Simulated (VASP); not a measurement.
Set up this calculation in VASP 6.6.1, as the native input.

- Task: single point
- Functional: PBE
- Potentials or basis: VASP PAW PBE potentials, release 64 (Al, H)
- Cutoff: 520 eV
- k mesh: 6 × 6 × 4
- Occupations: gaussian, width 0.1 eV
- Spin: no spin polarisation
- Dipole correction: no
- Further INCAR settings: ALGO = Normal; EDIFF = 1e-06; NBANDS = 13

The structure of Al3H lies in POSCAR:

```
Al3H
1.0
    3.8178714400      0.0000000000      0.0000000000
   -1.9089357200      3.3063736600      0.0000000000
    0.0000000000      0.0000000000      4.1356946300
Al H
3 1
Direct
    0.3333333300      0.6666666700      0.0000000000
    0.6666666700      0.3333333300      0.0000000000
    0.0000000000      0.0000000000      0.5000000000
    0.0000000000      0.0000000000      0.0000000000
```

The cell was generated, and may not be a known phase.

The input as run:

INCAR

```
SYSTEM = Al3H
  PREC = Accurate
  ENCUT = 520
  EDIFF = 1E-6
  ISMEAR = 0
  SIGMA = 0.1
  LREAL = .False.
  LASPH = .True.
  NELM = 100
  ALGO = Normal
  ISIF = 2
  LWAVE = .False.
  LCHARG = .True.
  GGA = PE
  LELF = .True.
  LVHAR = .True.
  NBANDS = 13
```

KPOINTS

```
Automatic mesh
0
Gamma
  6 6 4
  0 0 0
```

Potentials or basis: VASP PAW PBE potentials, release 64 (Al, H).

Run with:

```console
$ cat potpaw_PBE.64/Al/POTCAR potpaw_PBE.64/H/POTCAR > POTCAR
$ mpirun -np 1 vasp_std > vasp.out
```

Results of the run:

```json
{
 "Pressure": "24.2 GPa",
 "Band gap on the k mesh": "zero (bands 5 and 6 overlap by 3.87 eV)"
}
```

Caveat: the k points lie up to 0.38 Å⁻¹ apart, too coarse for converged energies and pressures of a metal.

Run time: 9.2 s on 1 thread of Intel(R) Xeon(R) Platinum 8559C (Emerald Rapids), on a shared host, peak memory 0.15 GiB.
